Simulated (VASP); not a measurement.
# Si (Fd-3m) in VASP: a series of runs, part 2 of 3

VASP 6.6.1.

### 4 Electric field gradients, PBE (volume scaled by 0.97)

File INCAR:

```
ALGO     = Normal         # electronic algorithm
EDIFF    = 1E-8           # SCF threshold, eV
ENCUT    = 520            # plane-wave cutoff, eV
GGA      = PE             # functional
ISIF     = 2              # what is computed and relaxed
ISMEAR   = -1             # smearing method
LASPH    = True           # aspherical terms in the spheres
LCHARG   = False          # write CHGCAR
LEFG     = True         
LREAL    = False          # projectors in reciprocal space
LWAVE    = False          # write WAVECAR
NBANDS   = 11             # bands
NELM     = 60             # most SCF steps
PREC     = Accurate       # precision mode
SIGMA    = 0.08           # smearing width, eV
```

File KPOINTS:

```
k-points
0
Gamma
  11 11 11
```

File POSCAR:

```
Si
1.0
    0.0000000000      2.6880391347      2.6880391347
    2.6880391347      0.0000000000      2.6880391347
    2.6880391347      2.6880391347      0.0000000000
Si
2
Direct
    0.5000000000      0.5000000000      0.5000000000
    0.7500000000      0.7500000000      0.7500000000
```

Potentials or basis: VASP PAW PBE potentials, release 64 (Si).

Run with:

```
> cat potpaw_PBE.64/Si/POTCAR > POTCAR
> mpirun -np 1 vasp_std > vasp.out
```

OUTCAR:

```text
EDIFF = 1E-8
   ENCUT = 520
   GGA = PE
   ISIF = 2
   ISMEAR = -1
   LASPH = True
   LREAL = False
   NELM = 60
   PREC = Accurate

 ion  position               nearest neighbor table
   1  0.500  0.500  0.500-   2 2.33   2 2.33   2 2.33   2 2.33
   2  0.750  0.750  0.750-   1 2.33   1 2.33   1 2.33   1 2.33

  LATTYP: Found a face centered cubic cell.
 ALAT       =     5.3760782694

  Lattice vectors:

 A1 = (   0.0000000000,   2.6880391347,   2.6880391347)
 A2 = (   2.6880391347,   0.0000000000,   2.6880391347)
 A3 = (   2.6880391347,   2.6880391347,   0.0000000000)

Analysis of symmetry for initial positions (statically):
=====================================================================
 Subroutine PRICEL returns:
 Original cell was already a primitive cell.

 Routine SETGRP: Setting up the symmetry group for a
 face centered cubic supercell.

 Subroutine GETGRP returns: Found 48 space group operations
 (whereof 24 operations were pure point group operations)
 out of a pool of 48 trial point group operations.

The static configuration has the point symmetry T_d .
 The point group associated with its full space group is O_h .

Analysis of symmetry for dynamics (positions and initial velocities):
=====================================================================
 Subroutine PRICEL returns:
 Original cell was already a primitive cell.

 Routine SETGRP: Setting up the symmetry group for a
 face centered cubic supercell.

 Subroutine GETGRP returns: Found 48 space group operations
 (whereof 24 operations were pure point group operations)
 out of a pool of 48 trial point group operations.

The dynamic configuration has the point symmetry T_d .
 The point group associated with its full space group is O_h .

 Subroutine INISYM returns: Found 48 space group operations
 (whereof 24 operations are pure point group operations),
 and found     1 'primitive' translations

----------------------------------------------------------------------------------------

                                     Primitive cell

  volume of cell :      38.8451

  direct lattice vectors                    reciprocal lattice vectors
     0.000000000  2.688039135  2.688039135    -0.186009197  0.186009197  0.186009197
     2.688039135  0.000000000  2.688039135     0.186009197 -0.186009197  0.186009197
     2.688039135  2.688039135  0.000000000     0.186009197  0.186009197 -0.186009197

  length of vectors
     3.801461400  3.801461400  3.801461400     0.322177379  0.322177379  0.322177379

  position of ions in fractional coordinates (direct lattice)
     0.500000000  0.500000000  0.500000000
     0.750000000  0.750000000  0.750000000

  ion indices of the primitive-cell ions
   primitive index   ion index
                 1           1
                 2           2

----------------------------------------------------------------------------------------

 KPOINTS: k-points

Automatic generation of k-mesh.
 Grid dimensions read from file:
 generate k-points for:   11   11   11

 Generating k-lattice:
[... 68 lines left out ...]
   ISIF   =      2    stress and relaxation
   ISYM   =      2    0-nonsym 1-usesym 2-fastsym
   POTIM  = 0.5000    time-step for ionic-motion
   TEBEG  =    0.0;   TEEND  =   0.0 temperature during run
   PSTRESS=    0.0 pullay stress
   NELECT =       8.0000    total number of electrons
   NUPDOWN=      -1.0000    fix difference up-down
   EMIN   =  10.00;   EMAX   =-10.00  energy-range for DOS
   EFERMI =   0.00;   METHOD = LEGACY
   ISMEAR =    -1;   SIGMA  =   0.08  broadening in eV -4-tet -1-fermi 0-gaus
   EFERMI_NEDOS =   21; number of points for ismear=-14 and -15
   IALGO  =     38    algorithm
   IMIX   =      4    mixing-type and parameters
     AMIX     =   0.40;   BMIX     =  1.00
     AMIX_MAG =   1.60;   BMIX_MAG =  1.00
  volume/ion in A,a.u.               =      19.42       131.07
  Fermi-wavevector in a.u.,A,eV,Ry     =   0.966776  1.826942 12.716767  0.934656
  Thomas-Fermi vector in A             =   2.096606
   LORBIT       =      0    0 simple, 1 ext, 2 COOP (PROOUT), +10 PAW based schemes
   GGA     = PE    functional components
[... 5 lines left out ...]
 non-spin polarized calculation
  energy-cutoff  :      520.00
  volume of cell :       38.85
 maximum number of plane-waves:      1055
   NGX = 15   NGY = 15   NGZ = 15

 number of electron       8.0000001 magnetization

 Free energy of the ion-electron system (eV)
  ---------------------------------------------------
  ext. energy  EPLUGINS =         0.00000000
  ---------------------------------------------------
  free energy    TOTEN  =       -10.81864949 eV

  energy without entropy =      -10.81825117  energy(sigma->0) =      -10.81845033

 E-fermi :   6.3853     XC(G=0):  -9.5284

 val. band max:        6.1367190437   @ k =   0.0000   0.0000   0.0000
 cond. band min:       6.6740314566   @ k =   0.4545   0.4545   0.0000
 fundamental gap:      0.5373124129
 Fermi energy:         6.3852850111

 k-point     1 :       0.0000    0.0000    0.0000
  band No.  band energies     occupation
      1      -6.0321      2.00000
      2       6.1367      1.91437
      3       6.1367      1.91437
      4       6.1367      1.91437
      5       8.7143      0.00000
      6       8.7143      0.00000
      7       8.7143      0.00000
      8       9.8643      0.00000
      9      13.8714      0.00000
     10      13.8714      0.00000
     11      14.2188      0.00000
[... 309 lines left out ...]
 k-point    24 :      -0.1818    0.1818    0.0000
  band No.  band energies     occupation
      1      -4.8777      2.00000
      2       2.0366      2.00000
      3       3.3675      2.00000
      4       5.4376      1.99999
      5       9.2083      0.00000
      6       9.9235      0.00000
      7      10.2428      0.00000
      8      11.9484      0.00000
      9      12.1979      0.00000
     10      16.3756      0.00000
     11      16.9708      0.00000

 [... further k-points ...]
[... 5 lines left out ...]
  --------------------------------------------------------------------------------------
  -------------------------------------------------------------------------------------
  Total        1.2308292      1.2308292      1.2308292      0.0000000      0.0000000      0.0000000
  in kB       50.7658450     50.7658450     50.7658450      0.0000000      0.0000000      0.0000000
  external PRESSURE =      50.7658450 kB  Pullay stress =       0.0000000 kB

 VOLUME and BASIS-vectors are now :
 -----------------------------------------------------------------------------
  energy-cutoff  :      520.00
  volume of cell :       38.85
      direct lattice vectors                 reciprocal lattice vectors
     0.000000000  2.688039135  2.688039135    -0.186009197  0.186009197  0.186009197
     2.688039135  0.000000000  2.688039135     0.186009197 -0.186009197  0.186009197
     2.688039135  2.688039135  0.000000000     0.186009197  0.186009197 -0.186009197

 POSITION                                       TOTAL-FORCE (eV/Angst)
 -----------------------------------------------------------------------------------
      2.68804      2.68804      2.68804        -0.000000     -0.000000      0.000000
      4.03206      4.03206      4.03206         0.000000      0.000000     -0.000000
 -----------------------------------------------------------------------------------
    total drift:                                0.000000      0.000000     -0.000000

  FREE ENERGIE OF THE ION-ELECTRON SYSTEM (eV)
  ---------------------------------------------------
  free  energy   TOTEN  =       -10.8186494907 eV

  energy  without entropy=      -10.8182511689  energy(sigma->0) =      -10.81845033

 Electric field gradients (V/A^2)
---------------------------------------------------------------------
 ion       V_xx      V_yy      V_zz      V_xy      V_xz      V_yz
---------------------------------------------------------------------
   1      -0.000    -0.000    -0.000    -0.000    -0.000    -0.000
   2      -0.000    -0.000    -0.000    -0.000    -0.000    -0.000
---------------------------------------------------------------------

 Electric field gradients after diagonalization (V/A^2)
 (convention: |V_zz| > |V_xx| > |V_yy|)
----------------------------------------------------------------------
 ion       V_xx      V_yy      V_zz     asymmetry (V_yy - V_xx)/ V_zz
----------------------------------------------------------------------
   1       0.000     0.000    -0.000       0.000
   2       0.000     0.000    -0.000       0.000
----------------------------------------------------------------------

           NMR quadrupolar parameters

 Cq : quadrupolar parameter    Cq=e*Q*V_zz/h
 eta: asymmetry parameters     (V_yy - V_xx)/ V_zz
 Q  : nuclear electric quadrupole moment in mb (millibarn)
----------------------------------------------------------------------
 ion       Cq(MHz)       eta       Q (mb)
----------------------------------------------------------------------
   1      -0.000       0.000       1.000
   2      -0.000       0.000       1.000
----------------------------------------------------------------------
```

Run time: 21 s. Hardware: 1 thread of Intel Xeon 6975P-C (Granite Rapids), shared host; peak memory 0.15 GiB.

What came out:

```yaml
Free_energy: -10.8186 eV
Pressure: 5.1 GPa
Band_gap_on_the_k_mesh: 0.54 eV, indirect (least direct gap 2.58 eV)
```

Caveat: without QUAD_EFG the Cq values of the log hold for a quadrupole moment of 1 mb, not for the nuclei.

### 5 Electric field gradients, PBE

File INCAR:

```
  ALGO = Normal
  EDIFF = 1E-8
  ENCUT = 520
  GGA = PE
  ISIF = 2
  ISMEAR = -1
  LASPH = T
  LCHARG = F
  LEFG = T
  LREAL = F
  LWAVE = F
  NBANDS = 11
  NELM = 60
  PREC = Accurate
  SIGMA = 0.08
```

KPOINTS is that of step 4.

File POSCAR:

```
Si
1.0
    0.0000000000      2.7154700000      2.7154700000
    2.7154700000      0.0000000000      2.7154700000
    2.7154700000      2.7154700000      0.0000000000
Si
2
Direct
    0.5000000000      0.5000000000      0.5000000000
    0.7500000000      0.7500000000      0.7500000000
```

Potentials or basis: VASP PAW PBE potentials, release 64 (Si).

Run with:

```
> cat potpaw_PBE.64/Si/POTCAR > POTCAR
> mpirun -np 1 vasp_std > vasp.out
```

OUTCAR:

```text
EDIFF = 1E-8
   ENCUT = 520
   GGA = PE
   ISIF = 2
   ISMEAR = -1
   LASPH = T
   LREAL = F
   NELM = 60
   PREC = Accurate

 ion  position               nearest neighbor table
   1  0.500  0.500  0.500-   2 2.35   2 2.35   2 2.35   2 2.35
   2  0.750  0.750  0.750-   1 2.35   1 2.35   1 2.35   1 2.35

  LATTYP: Found a face centered cubic cell.
 ALAT       =     5.4309400000

  Lattice vectors:

 A1 = (   0.0000000000,   2.7154700000,   2.7154700000)
 A2 = (   2.7154700000,   0.0000000000,   2.7154700000)
 A3 = (   2.7154700000,   2.7154700000,   0.0000000000)

Analysis of symmetry for initial positions (statically):
=====================================================================
 Subroutine PRICEL returns:
 Original cell was already a primitive cell.

 Routine SETGRP: Setting up the symmetry group for a
 face centered cubic supercell.

 Subroutine GETGRP returns: Found 48 space group operations
 (whereof 24 operations were pure point group operations)
 out of a pool of 48 trial point group operations.

The static configuration has the point symmetry T_d .
 The point group associated with its full space group is O_h .

Analysis of symmetry for dynamics (positions and initial velocities):
=====================================================================
 Subroutine PRICEL returns:
 Original cell was already a primitive cell.

 Routine SETGRP: Setting up the symmetry group for a
 face centered cubic supercell.

 Subroutine GETGRP returns: Found 48 space group operations
 (whereof 24 operations were pure point group operations)
 out of a pool of 48 trial point group operations.

The dynamic configuration has the point symmetry T_d .
 The point group associated with its full space group is O_h .

 Subroutine INISYM returns: Found 48 space group operations
 (whereof 24 operations are pure point group operations),
 and found     1 'primitive' translations

----------------------------------------------------------------------------------------

                                     Primitive cell

  volume of cell :      40.0465

  direct lattice vectors                    reciprocal lattice vectors
     0.000000000  2.715470000  2.715470000    -0.184130187  0.184130187  0.184130187
     2.715470000  0.000000000  2.715470000     0.184130187 -0.184130187  0.184130187
     2.715470000  2.715470000  0.000000000     0.184130187  0.184130187 -0.184130187

  length of vectors
     3.840254502  3.840254502  3.840254502     0.318922840  0.318922840  0.318922840

  position of ions in fractional coordinates (direct lattice)
     0.500000000  0.500000000  0.500000000
     0.750000000  0.750000000  0.750000000

  ion indices of the primitive-cell ions
   primitive index   ion index
                 1           1
                 2           2

----------------------------------------------------------------------------------------

 KPOINTS: k-points

Automatic generation of k-mesh.
[... 71 lines left out ...]
   NFREE  =      0    steps in history (QN), initial steepest desc. (CG)
   ISIF   =      2    stress and relaxation
   ISYM   =      2    0-nonsym 1-usesym 2-fastsym
   POTIM  = 0.5000    time-step for ionic-motion
   TEBEG  =    0.0;   TEEND  =   0.0 temperature during run
   PSTRESS=    0.0 pullay stress
   NELECT =       8.0000    total number of electrons
   NUPDOWN=      -1.0000    fix difference up-down
   EMIN   =  10.00;   EMAX   =-10.00  energy-range for DOS
   EFERMI =   0.00;   METHOD = LEGACY
   ISMEAR =    -1;   SIGMA  =   0.08  broadening in eV -4-tet -1-fermi 0-gaus
   EFERMI_NEDOS =   21; number of points for ismear=-14 and -15
   IALGO  =     38    algorithm
   IMIX   =      4    mixing-type and parameters
     AMIX     =   0.40;   BMIX     =  1.00
     AMIX_MAG =   1.60;   BMIX_MAG =  1.00
  volume/ion in A,a.u.               =      20.02       135.12
  Fermi-wavevector in a.u.,A,eV,Ry     =   0.957010  1.808487 12.461143  0.915868
  Thomas-Fermi vector in A             =   2.085990
   LORBIT       =      0    0 simple, 1 ext, 2 COOP (PROOUT), +10 PAW based schemes
   GGA     = PE    functional components
[... 5 lines left out ...]
 non-spin polarized calculation
  energy-cutoff  :      520.00
  volume of cell :       40.05
 maximum number of plane-waves:      1092
 NGX is ok and might be reduce to    30
   NGX = 15   NGY = 15   NGZ = 15

 number of electron       8.0000000 magnetization

 Free energy of the ion-electron system (eV)
  ---------------------------------------------------
  ext. energy  EPLUGINS =         0.00000000
  ---------------------------------------------------
  free energy    TOTEN  =       -10.84465854 eV

  energy without entropy =      -10.84435435  energy(sigma->0) =      -10.84450644

 E-fermi :   6.1020     XC(G=0):  -9.4086

 val. band max:        5.8242537648   @ k =   0.0000   0.0000   0.0000
 cond. band min:       6.4217132231   @ k =   0.4545   0.4545   0.0000
 fundamental gap:      0.5974594583
 Fermi energy:         6.1020375825

 k-point     1 :       0.0000    0.0000    0.0000
  band No.  band energies     occupation
      1      -6.1321      2.00000
      2       5.8243      1.93978
      3       5.8243      1.93978
      4       5.8243      1.93978
      5       8.3901      0.00000
      6       8.3901      0.00000
      7       8.3901      0.00000
      8       9.1965      0.00000
      9      13.5444      0.00000
     10      13.5444      0.00000
     11      13.7841      0.00000
[... 309 lines left out ...]
 k-point    24 :      -0.1818    0.1818    0.0000
  band No.  band energies     occupation
      1      -5.0086      2.00000
      2       1.7576      2.00000
      3       3.1413      2.00000
      4       5.1391      1.99999
      5       8.8187      0.00000
      6       9.5732      0.00000
      7       9.8741      0.00000
      8      11.5121      0.00000
      9      11.9123      0.00000
     10      15.8329      0.00000
     11      16.4826      0.00000

 [... further k-points ...]
[... 5 lines left out ...]
  --------------------------------------------------------------------------------------
  -------------------------------------------------------------------------------------
  Total        0.4811820      0.4811820      0.4811820      0.0000000      0.0000000      0.0000000
  in kB       19.2510733     19.2510733     19.2510733      0.0000000      0.0000000      0.0000000
  external PRESSURE =      19.2510733 kB  Pullay stress =       0.0000000 kB

 VOLUME and BASIS-vectors are now :
 -----------------------------------------------------------------------------
  energy-cutoff  :      520.00
  volume of cell :       40.05
      direct lattice vectors                 reciprocal lattice vectors
     0.000000000  2.715470000  2.715470000    -0.184130187  0.184130187  0.184130187
     2.715470000  0.000000000  2.715470000     0.184130187 -0.184130187  0.184130187
     2.715470000  2.715470000  0.000000000     0.184130187  0.184130187 -0.184130187

 POSITION                                       TOTAL-FORCE (eV/Angst)
 -----------------------------------------------------------------------------------
      2.71547      2.71547      2.71547        -0.000000     -0.000000     -0.000000
      4.07320      4.07320      4.07320         0.000000      0.000000      0.000000
 -----------------------------------------------------------------------------------
    total drift:                                0.000000     -0.000000     -0.000000

  FREE ENERGIE OF THE ION-ELECTRON SYSTEM (eV)
  ---------------------------------------------------
  free  energy   TOTEN  =       -10.8446585354 eV

  energy  without entropy=      -10.8443543453  energy(sigma->0) =      -10.84450644

 Electric field gradients (V/A^2)
---------------------------------------------------------------------
 ion       V_xx      V_yy      V_zz      V_xy      V_xz      V_yz
---------------------------------------------------------------------
   1       0.000    -0.000     0.000     0.000     0.000     0.000
   2       0.000    -0.000     0.000     0.000     0.000     0.000
---------------------------------------------------------------------

 Electric field gradients after diagonalization (V/A^2)
 (convention: |V_zz| > |V_xx| > |V_yy|)
----------------------------------------------------------------------
 ion       V_xx      V_yy      V_zz     asymmetry (V_yy - V_xx)/ V_zz
----------------------------------------------------------------------
   1      -0.000    -0.000     0.000       0.000
   2      -0.000    -0.000     0.000       0.000
----------------------------------------------------------------------

           NMR quadrupolar parameters

 Cq : quadrupolar parameter    Cq=e*Q*V_zz/h
 eta: asymmetry parameters     (V_yy - V_xx)/ V_zz
 Q  : nuclear electric quadrupole moment in mb (millibarn)
----------------------------------------------------------------------
 ion       Cq(MHz)       eta       Q (mb)
----------------------------------------------------------------------
   1       0.000       0.000       1.000
   2       0.000       0.000       1.000
----------------------------------------------------------------------
```

stdout:

```text
POSCAR found type information on POSCAR Si
 POSCAR found :  1 types and       2 ions
 scaLAPACK will be used
 LDA part: xc-table for (Slater+PW92), standard interpolation
 POSCAR, INCAR and KPOINTS ok, starting setup
 FFT: planning ... GRIDC
 FFT: planning ... GRID_SOFT
 FFT: planning ... GRID
 WAVECAR not read
 entering main loop
ion   1

ion   2
```

Run time: 27 s. Hardware: 1 thread of Intel Xeon 6975P-C (Granite Rapids), shared host; peak memory 0.16 GiB.

Results:

* Free energy: -10.8447 eV
* Pressure: 1.9 GPa
* Band gap on the k mesh: 0.60 eV, indirect (least direct gap 2.57 eV)

Caveat: without QUAD_EFG the Cq values of the log hold for a quadrupole moment of 1 mb, not for the nuclei. A k mesh can miss the band edges.

[end of part 2 of 3]
